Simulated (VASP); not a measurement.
## Pb: single point with LDA

Crystal: Pb.

```
Pb
1.0
     5.50125    0.00000    0.00000
    -2.75063    4.76423    0.00000
     0.00000    0.00000    3.34233
Pb
3
Direct
  0.00000 0.00000 0.00000
  0.33333 0.66667 0.50000
  0.66667 0.33333 0.50000
```

| Property | Result |
| --- | --- |
| Program | VASP 6.6.1 |
| Task | single point |
| Functional | LDA |
| Potentials or basis | VASP PAW LDA potentials, release 64 (Pb_d) |
| Cutoff | 520 eV |
| k mesh | 9 × 9 × 12 |
| Occupations | fermi-dirac, width 0.1 eV |
| Spin | no spin polarisation |
| Dipole correction | no |
| Further INCAR settings | ALGO = Normal; EDIFF = 1e-06; NBANDS = 28 |

```json
{
 "Pressure": "-0.1 GPa",
 "Band gap on the k mesh": "zero (band 21 reaches 9.42 eV, above the bottom of band 22 at 5.30 eV)"
}
```

Stress tensor (GPa, compression positive):
```
 0.15  0.00  0.00
 0.00  0.15  0.00
 0.00  0.00 -0.46
```

Levels at points of the mesh, in eV from the Fermi level:
```tsv
k point	band 19	band 20	band 21	band 22	band 23	band 24
(0.00, 0.00, 0.00)	-2.26	-2.26	-2.14	-2.14	2.94	7.11
(0.00, 0.00, 0.50)	-2.13	-1.36	-0.42	-0.42	-0.31	0.89
```

Run time: 80 s on 1 thread of Intel(R) Xeon(R) 6975P-C (Granite Rapids) (shared host), peak memory 0.27 GiB.

Caveat: spin-orbit coupling is left out, which moves the levels of the heavy elements.
